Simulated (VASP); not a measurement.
# Al: single point with PBEsol

Crystal: Al.

```
CELL_PARAMETERS angstrom
0.00000 2.89677 2.89677
2.89677 0.00000 2.89677
2.89677 2.89677 0.00000
ATOMIC_POSITIONS crystal
Al 0.00000 0.00000 0.00000
Al 0.25000 0.25000 0.25000
```

```
Program             : VASP 6.6.1
Task                : single point
Functional          : PBEsol
Potentials or basis : VASP PAW PBE potentials, release 64 (Al)
Cutoff              : 520 eV
k mesh              : 14 × 14 × 14
Occupations         : fermi-dirac, width 0.05 eV
Spin                : no spin polarisation
```

The pressure is 5.1 GPa. The band gap on the k mesh is zero (band 3 reaches 5.95 eV, above the bottom of band 4 at 1.99 eV).

Levels at points of the mesh, in eV from the Fermi level:
| k point | band 1 | band 2 | band 3 | band 4 | band 5 | band 6 |
| --- | --- | --- | --- | --- | --- | --- |
| (0.00, 0.00, 0.00) | -8.42 | 2.36 | 2.36 | 2.36 | 4.19 | 4.19 |
| (0.50, 0.00, 0.00) | -6.10 | -4.20 | 1.26 | 1.26 | 3.75 | 4.50 |
| (0.50, 0.50, 0.00) | -4.51 | -4.51 | -0.44 | -0.44 | 2.04 | 2.04 |

It took 29 s on 1 thread of Intel(R) Xeon(R) Platinum 8375C CPU @ 2.90GHz (Ice Lake) (shared host), peak memory 0.18 GiB.

Caveat: the PAW data sets were made with another functional, which shifts forces and pressure a little.
